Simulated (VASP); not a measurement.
# Sn in VASP: further runs

The runs below take Sn through single point, relaxation of cell and atoms, with LDA, BLYP.

Everything below comes from runs of VASP 6.6.1. Logs are shortened: lines on timing, memory, paths and dates and some standing lists are left out, and cuts for length are marked.

## Step 1: The cell of the first run

Symmetry: I4/mmm, No. 139, tetragonal system. The conventional cell has a = 3.333 Å, b = 3.333 Å, c = 4.518 Å, α = 90.00°, β = 90.00°, γ = 90.00°. Within 4.3 Å of Sn (site symmetry 4/mmm) lie 12 Sn at 3.26 to 3.33 Å.

## Step 2: Single point, LDA

INCAR

```
PREC = Accurate ; ENCUT = 520
EDIFF = 1E-6 ; ISMEAR = -1
SIGMA = 0.05 ; LREAL = F
LASPH = T ; NELM = 100
ALGO = Normal ; ISIF = 2
LWAVE = F ; LCHARG = T
GGA = CA ; LELF = T
LVHAR = T ; NBANDS = 13
```

KPOINTS

```
Automatic mesh
0
Gamma
  11 11 11
```

POSCAR

```
Sn
1.0
   -1.6664481746      1.6663902160      2.2591526985
    1.6664481746     -1.6663902160      2.2591526985
    1.6664481746      1.6663902160     -2.2591526985
Sn
1
Direct
    0.0000000000      0.0000000000      0.0000000000
```

Potentials or basis: VASP PAW LDA potentials, release 64 (Sn_d).

The run is started by

```bash
> cat potpaw_LDA.64/Sn_d/POTCAR > POTCAR
> mpirun -np 1 vasp_std > vasp.out
```

OUTCAR:

```text
PREC = Accurate
   ENCUT = 520
   EDIFF = 1E-6
   ISMEAR = -1
   LREAL = F
   LASPH = T
   NELM = 100
   ISIF = 2
   GGA = CA

 ion  position               nearest neighbor table
   1  0.000  0.000  0.000-

  LATTYP: Found a body centered orthorhombic cell.
 ALAT       =     3.3327804320
 B/A-ratio  =     1.0000347809
 C/A-ratio  =     1.3557164923

  Lattice vectors:

 A1 = (   1.6664481746,  -1.6663902160,  -2.2591526985)
 A2 = (  -1.6664481746,   1.6663902160,  -2.2591526985)
 A3 = (   1.6664481746,   1.6663902160,   2.2591526985)

Analysis of symmetry for initial positions (statically):
=====================================================================
 Subroutine PRICEL returns:
 Original cell was already a primitive cell.

 Routine SETGRP: Setting up the symmetry group for a
 body centered orthorhombic supercell.

 Subroutine GETGRP returns: Found  8 space group operations
 (whereof  8 operations were pure point group operations)
 out of a pool of  8 trial point group operations.

The static configuration has the point symmetry D_2h.

Analysis of symmetry for dynamics (positions and initial velocities):
=====================================================================
 Subroutine PRICEL returns:
 Original cell was already a primitive cell.

 Routine SETGRP: Setting up the symmetry group for a
 body centered orthorhombic supercell.

 Subroutine GETGRP returns: Found  8 space group operations
 (whereof  8 operations were pure point group operations)
 out of a pool of  8 trial point group operations.

The dynamic configuration has the point symmetry D_2h.

 Subroutine INISYM returns: Found  8 space group operations
 (whereof  8 operations are pure point group operations),
 and found     1 'primitive' translations

----------------------------------------------------------------------------------------

                                     Primitive cell

  volume of cell :      25.0942

  direct lattice vectors                    reciprocal lattice vectors
    -1.666448175  1.666390216  2.259152698     0.000000000  0.300049769  0.221321914
     1.666448175 -1.666390216  2.259152698     0.300039334  0.000000000  0.221321914
     1.666448175  1.666390216 -2.259152698     0.300039334  0.300049769  0.000000000

  length of vectors
     3.264609745  3.264609745  3.264609745     0.372844812  0.372836414  0.424327074

  position of ions in fractional coordinates (direct lattice)
     0.000000000  0.000000000  0.000000000

  ion indices of the primitive-cell ions
   primitive index   ion index
                 1           1

----------------------------------------------------------------------------------------

 KPOINTS: Automatic mesh

Automatic generation of k-mesh.
 Grid dimensions read from file:
 generate k-points for:   11   11   11

 Generating k-lattice:

  Cartesian coordinates                     Fractional coordinates (reciprocal lattice)
     0.000000000  0.027277252  0.020120174     0.090909091  0.000000000 -0.000000000
     0.027276303  0.000000000  0.020120174     0.000000000  0.090909091  0.000000000
     0.027276303  0.027277252  0.000000000    -0.000000000  0.000000000  0.090909091

  Length of vectors
     0.033894983  0.033894219  0.038575189

  Shift w.r.t. Gamma in fractional coordinates (k-lattice)
     0.000000000  0.000000000  0.000000000

 Subroutine IBZKPT returns following result:
 ===========================================

 Found    216 irreducible k-points:

 Following reciprocal coordinates:
            Coordinates               Weight
  0.000000  0.000000  0.000000      1.000000
  0.090909 -0.000000  0.000000      4.000000
  0.181818  0.000000 -0.000000      4.000000
  0.272727 -0.000000  0.000000      4.000000
  0.363636 -0.000000  0.000000      4.000000
  0.454545  0.000000 -0.000000      4.000000
[... 16 lines left out ...]
  0.454545  0.181818  0.000000      8.000000
 -0.454545  0.181818  0.000000      8.000000
 [... further k-points ...]
   k-points           NKPTS =    216   k-points in BZ     NKDIM =    216   number of bands    NBANDS=     13
   number of dos      NEDOS =    301   number of ions     NIONS =      1
   total plane-waves  NPLWV =  13824
   dimension x,y,z NGX =    24 NGY =   24 NGZ =   24
   dimension x,y,z NGXF=    48 NGYF=   48 NGZF=   48
   ions per type =               1
   NGX,Y,Z   is equivalent  to a cutoff of  12.22, 12.22, 12.22 a.u.
   NGXF,Y,Z  is equivalent  to a cutoff of  24.44, 24.44, 24.44 a.u.
 SYSTEM =  unknown system
   PREC   = accura    normal or accurate (medium, high low for compatibility)
   ISTART =      0    job   : 0-new  1-cont  2-samecut
   ICHARG =      2    charge: 1-file 2-atom 10-const
   ISPIN  =      1    spin polarized calculation?
   LNONCOLLINEAR =      F non collinear calculations
   LSORBIT =      F    spin-orbit coupling
   LASPH  =      T    aspherical Exc in radial PAW
   ENCUT  =  520.0 eV  38.22 Ry    6.18 a.u.   6.07  6.07  6.07*2*pi/ulx,y,z
   NELM   =    100;   NELMIN=  2; NELMDL= -5     # of ELM steps
   EDIFF  = 0.1E-05   stopping-criterion for ELM
   LREAL  =      F    real-space projection
   EDIFFG = 0.1E-04   stopping-criterion for IOM
   NSW    =      0    number of steps for IOM
   IBRION =     -1    ionic relax: 0-MD 1-quasi-New 2-CG
   NFREE  =      0    steps in history (QN), initial steepest desc. (CG)
   ISIF   =      2    stress and relaxation
   ISYM   =      2    0-nonsym 1-usesym 2-fastsym
   POTIM  = 0.5000    time-step for ionic-motion
   TEBEG  =    0.0;   TEEND  =   0.0 temperature during run
   PSTRESS=    0.0 pullay stress
   NELECT =      14.0000    total number of electrons
   NUPDOWN=      -1.0000    fix difference up-down
   EMIN   =  10.00;   EMAX   =-10.00  energy-range for DOS
   EFERMI =   0.00;   METHOD = LEGACY
   ISMEAR =    -1;   SIGMA  =   0.05  broadening in eV -4-tet -1-fermi 0-gaus
   EFERMI_NEDOS =   21; number of points for ismear=-14 and -15
   IALGO  =     38    algorithm
   IMIX   =      4    mixing-type and parameters
     AMIX     =   0.40;   BMIX     =  1.00
     AMIX_MAG =   1.60;   BMIX_MAG =  1.00
  volume/ion in A,a.u.               =      25.09       169.34
  Fermi-wavevector in a.u.,A,eV,Ry     =   1.347699  2.546781 24.712150  1.816292
  Thomas-Fermi vector in A             =   2.475428
   LORBIT       =      0    0 simple, 1 ext, 2 COOP (PROOUT), +10 PAW based schemes
   GGA     = CA    functional components
   LHFCALC =     F    Hartree Fock is set to
   AEXX    =    0.0000 exact exchange contribution
   IVDW    =     0    specifies the selected vdW correction
   LEPSILON=     F    determine dielectric tensor
   LRPA    =     F    only Hartree local field effects (RPA)
 non-spin polarized calculation
  energy-cutoff  :      520.00
  volume of cell :       25.09
 maximum number of plane-waves:       687
   NGX = 13   NGY = 13   NGZ = 13

 number of electron      14.0000004 magnetization

 Free energy of the ion-electron system (eV)
  ---------------------------------------------------
  ext. energy  EPLUGINS =         0.00000000
  ---------------------------------------------------
  free energy    TOTEN  =        -4.44355872 eV

  energy without entropy =       -4.43875999  energy(sigma->0) =       -4.44115935

 E-fermi :   8.8473     XC(G=0): -10.9809

 val. band max:        8.8155359115   @ k =   0.1818   0.1818   0.0909
 cond. band min:       8.8600132121   @ k =   0.2727   0.4545   0.0909
 fundamental gap:      0.0444773005
 Fermi energy:         8.8472798368

 k-point     1 :       0.0000    0.0000    0.0000
  band No.  band energies     occupation
      1     -12.6369      2.00000
      2     -12.6369      2.00000
      3     -12.6034      2.00000
      4     -12.5433      2.00000
      5     -12.5045      2.00000
      6      -2.8838      2.00000
      7      17.0802      0.00000
      8      17.1739      0.00000
      9      17.1748      0.00000
     10      19.6938      0.00000
     11      21.2647      0.00000
     12      21.2656      0.00000
     13      21.4362      0.00000

 k-point     2 :       0.0909   -0.0000    0.0000
  band No.  band energies     occupation
      1     -12.6331      2.00000
      2     -12.6280      2.00000
      3     -12.5987      2.00000
      4     -12.5421      2.00000
      5     -12.5060      2.00000
      6      -2.7018      2.00000
      7      15.3015      0.00000
      8      16.8306      0.00000
      9      16.8796      0.00000
     10      19.1962      0.00000
     11      21.7832      0.00000
     12      21.8279      0.00000
     13      23.0537      0.00000

 k-point     3 :       0.1818    0.0000   -0.0000
  band No.  band energies     occupation
      1     -12.6279      2.00000
      2     -12.6144      2.00000
      3     -12.5876      2.00000
      4     -12.5284      2.00000
      5     -12.5041      2.00000
      6      -2.1542      2.00000
      7      12.2259      0.00000
      8      16.1396      0.00000
      9      16.3912      0.00000
     10      18.9818      0.00000
     11      21.9168      0.00000
     12      22.0685      0.00000
     13      23.0921      0.00000
[... 305 lines left out ...]
 k-point    23 :       0.4545    0.1818    0.0000
  band No.  band energies     occupation
      1     -12.6485      2.00000
      2     -12.5875      2.00000
      3     -12.5568      2.00000
      4     -12.4717      2.00000
      5     -12.4281      2.00000
      6       2.3892      2.00000
      7       4.6039      2.00000
      8      10.9172      0.00000
      9      13.6864      0.00000
     10      16.8992      0.00000
     11      22.0817      0.00000
     12      23.5080      0.00000
     13      25.0351      0.00000

 k-point    24 :      -0.4545    0.1818    0.0000
  band No.  band energies     occupation
      1     -12.6576      2.00000
      2     -12.5944      2.00000
      3     -12.5489      2.00000
      4     -12.4861      2.00000
      5     -12.4237      2.00000
      6       1.0779      2.00000
      7       6.3910      2.00000
      8      11.6732      0.00000
      9      13.3205      0.00000
     10      16.6089      0.00000
     11      22.2138      0.00000
     12      23.1377      0.00000
     13      24.6919      0.00000

 [... further k-points ...]

------------------------ aborting loop because EDIFF is reached ----------------------------------------

  FORCE on cell =-STRESS in cart. coord.  units (eV):
  Direction    XX          YY          ZZ          XY          YZ          ZX
  --------------------------------------------------------------------------------------
  -------------------------------------------------------------------------------------
  Total        0.3082668      0.3087214      0.3152791     -0.0000000      0.0000000      0.0000000
  in kB       19.6817290     19.7107525     20.1294391     -0.0000000      0.0000000      0.0000000
  external PRESSURE =      19.8406402 kB  Pullay stress =       0.0000000 kB

 VOLUME and BASIS-vectors are now :
 -----------------------------------------------------------------------------
  energy-cutoff  :      520.00
  volume of cell :       25.09
      direct lattice vectors                 reciprocal lattice vectors
    -1.666448175  1.666390216  2.259152698     0.000000000  0.300049769  0.221321914
     1.666448175 -1.666390216  2.259152698     0.300039334  0.000000000  0.221321914
     1.666448175  1.666390216 -2.259152698     0.300039334  0.300049769  0.000000000

 POSITION                                       TOTAL-FORCE (eV/Angst)
 -----------------------------------------------------------------------------------
      0.00000      0.00000      0.00000         0.000000      0.000000      0.000000
 -----------------------------------------------------------------------------------
    total drift:                                0.000000      0.000000      0.000000

  FREE ENERGIE OF THE ION-ELECTRON SYSTEM (eV)
  ---------------------------------------------------
  free  energy   TOTEN  =        -4.4435587171 eV

  energy  without entropy=       -4.4387599903  energy(sigma->0) =       -4.44115935
```

It took 23 s on 1 thread of Intel Xeon Platinum 8375C at 2.90GHz (Ice Lake), shared host; peak memory 0.17 GiB.

Results:

```yaml
Free_energy: -4.4436 eV
Pressure: 2.0 GPa
Band_gap_on_the_k_mesh: zero (band 7 reaches 17.08 eV, above the bottom of band 8 at 6.79 eV)
```

Levels at points of the mesh, in eV from the Fermi level:
| k point | band 5 | band 6 | band 7 | band 8 | band 9 | band 10 |
| --- | --- | --- | --- | --- | --- | --- |
| (0.00, 0.00, 0.00) | -21.35 | -11.73 | 8.23 | 8.33 | 8.33 | 10.85 |

Caveat: spin-orbit coupling is left out, which moves the levels of the heavy elements.

## Step 3: Single point, LDA

This run uses another cell than the first one, of 25.91 Å³/atom, 1.032 times its volume.

INCAR

```
SYSTEM = Sn
  ALGO = Normal
  EDIFF = 1E-6
  ENCUT = 520
  ISIF = 2
  ISMEAR = -1
  LASPH = .True.
  LCHARG = .False.
  LREAL = .False.
  LWAVE = .False.
  NBANDS = 13
  NELM = 60
  PREC = Accurate
  SIGMA = 0.05
```

KPOINTS

```
k-points
0
Gamma
  11 11 11
  0 0 0
```

POSCAR

```
Sn
1.0
   -1.6838513741      1.6838125466      2.2841905810
    1.6838513741     -1.6838125466      2.2841905810
    1.6838513741      1.6838125466     -2.2841905810
Sn
1
Direct
    0.0000000000      0.0000000000      0.0000000000
```

Potentials or basis: VASP PAW LDA potentials, release 64 (Sn_d).

The run is started by

```bash
> cat potpaw_LDA.64/Sn_d/POTCAR > POTCAR
> mpirun -np 1 vasp_std > vasp.out
```

Wall time 54 s (1 thread of Intel Xeon Platinum 8375C at 2.90GHz (Ice Lake), shared host); peak memory 0.19 GiB.

The run converged. Its results:

| Property | Result |
| --- | --- |
| Free energy | -4.4488 eV |
| Pressure | 0.0 GPa |
| Band gap on the k mesh | zero (band 7 reaches 16.40 eV, above the bottom of band 8 at 6.47 eV) |

Levels at points of the mesh, in eV from the Fermi level:
```
           k point  band 5  band 6  band 7  band 8  band 9  band 10
(0.00, 0.00, 0.00)  -21.34  -11.49    7.96    8.05    8.05    10.81
```

Caveat: spin-orbit coupling is left out, which moves the levels of the heavy elements.

## Step 4: Relaxation of cell and atoms, BLYP

This run uses another cell than the first one, of 28.67 Å³/atom, 1.143 times its volume.

INCAR

```
SYSTEM = Sn
AGGAC = 1.0
AGGAX = 1.0
ALDAC = 0.0
ALDAX = 1.0
ALGO = Normal
EDIFF = 1E-7
EDIFFG = -0.005
ENCUT = 600
GGA = B5
IBRION = 2
ISIF = 3
ISMEAR = -1
LASPH = .True.
LCHARG = .False.
LREAL = .False.
LWAVE = .False.
NELM = 60
NSW = 80
PREC = Accurate
SIGMA = 0.05
```

KPOINTS is that of step 3.

POSCAR

```
Sn
1.0
   -1.7265390000      1.7755470000      2.3383420000
    1.7265390000     -1.7755470000      2.3383420000
    1.7265390000      1.7755470000     -2.3383420000
Sn
1
Direct
    0.0000000000      0.0000000000      0.0000000000
```

Potentials or basis: VASP PAW PBE potentials, release 64 (Sn_d).

The run is started by

```bash
> cat potpaw_PBE.64/Sn_d/POTCAR > POTCAR
> mpirun -np 1 vasp_std > vasp.out
```

Wall time 7.1 min (1 thread of Intel Xeon Platinum 8375C at 2.90GHz (Ice Lake), shared host); peak memory 0.23 GiB.

It converged, with:

```yaml
Free_energy: -2.9701 eV
Relaxed_volume: 30.87 Å³/atom
Relaxed_cell: a = 3.519 Å, b = 3.519 Å, c = 3.519 Å, α = 119.87°, β = 119.89°, γ = 90.21°
Space_group_after_relaxing_to_0.05_Å: Fm-3m (No. 225)
Energy_gained_by_relaxing: 24.7 meV/atom
Ionic_steps: 11
Pressure_after_relaxing: 0.0 GPa
Band_gap_on_the_k_mesh: zero (band 7 reaches 13.61 eV, above the bottom of band 8 at 5.69 eV)
```

The path:
| step | energy change (eV) | largest force (eV/Å) | pressure (GPa) | volume (Å³) |
| --- | --- | --- | --- | --- |
| 1 | 0.0000 | 0.0000 | 3.14 | 28.67 |
| 2 | -0.0218 | 0.0000 | -0.29 | 31.07 |
| 3 | -0.0219 | 0.0000 | -0.10 | 30.91 |
| 4 | -0.0229 | 0.0000 | -0.05 | 30.88 |
| 5 | -0.0237 | 0.0000 | 0.05 | 30.83 |
| 6 | -0.0237 | 0.0000 | 0.04 | 30.82 |
| 7 | -0.0242 | 0.0000 | 0.01 | 30.86 |
| 8 | -0.0247 | 0.0000 | -0.07 | 30.92 |
| 9 | -0.0247 | 0.0000 | -0.06 | 30.93 |
| 10 | -0.0247 | 0.0000 | 0.05 | 30.83 |
| 11 | -0.0247 | 0.0000 | 0.00 | 30.87 |

Final structure:
```yaml
crystal:
  lattice:
    - [-1.76303, 1.76253, 2.48369]
    - [1.76303, -1.76253, 2.48369]
    - [1.76303, 1.76253, -2.48369]
  atoms:
    - { symbol: Sn, position: [0.00000, 0.00000, 0.00000] }
```

Levels at points of the mesh, in eV from the Fermi level:
```tsv
k point	band 3	band 4	band 5	band 6	band 7	band 8	band 9	band 10	band 11
(0.00, 0.00, 0.00)	-21.53	-21.48	-21.48	-10.32	6.43	6.43	6.43	10.75	11.17
```

Caveat: the PAW data sets were made with another functional, which shifts forces and pressure a little; spin-orbit coupling is left out, which moves the levels of the heavy elements.

## Step 5: Summary

| task | level | potentials or basis | cell | cutoff (eV) | gap on the mesh (eV) | pressure (GPa) |
| --- | --- | --- | --- | --- | --- | --- |
| single point | LDA | VASP PAW LDA potentials, release 64 (Sn_d) | a = 3.265 Å, angles 118.6, 118.6, 92.4°, 1 atom | 520 | none | 2.0 |
| single point | LDA | VASP PAW LDA potentials, release 64 (Sn_d) | a = 3.300 Å, angles 118.6, 118.6, 92.4°, 1 atom | 520 | none | 0.0 |
| relaxation of cell and atoms | BLYP | VASP PAW PBE potentials, release 64 (Sn_d) | relaxed from a = 3.406 Å, angles 119.1, 117.2, 93.3°, 1 atom | 600 | none | 0.0 |

Alike in all rows: no spin polarisation; k mesh 11 × 11 × 11; smearing fermi-dirac 0.05 eV.

Caveats: spin-orbit coupling is left out, which moves the levels of the heavy elements; the PAW data sets were made with another functional, which shifts forces and pressure a little (some runs).

Total energies depend on the potentials used, so only differences within one code and one set of settings carry meaning.
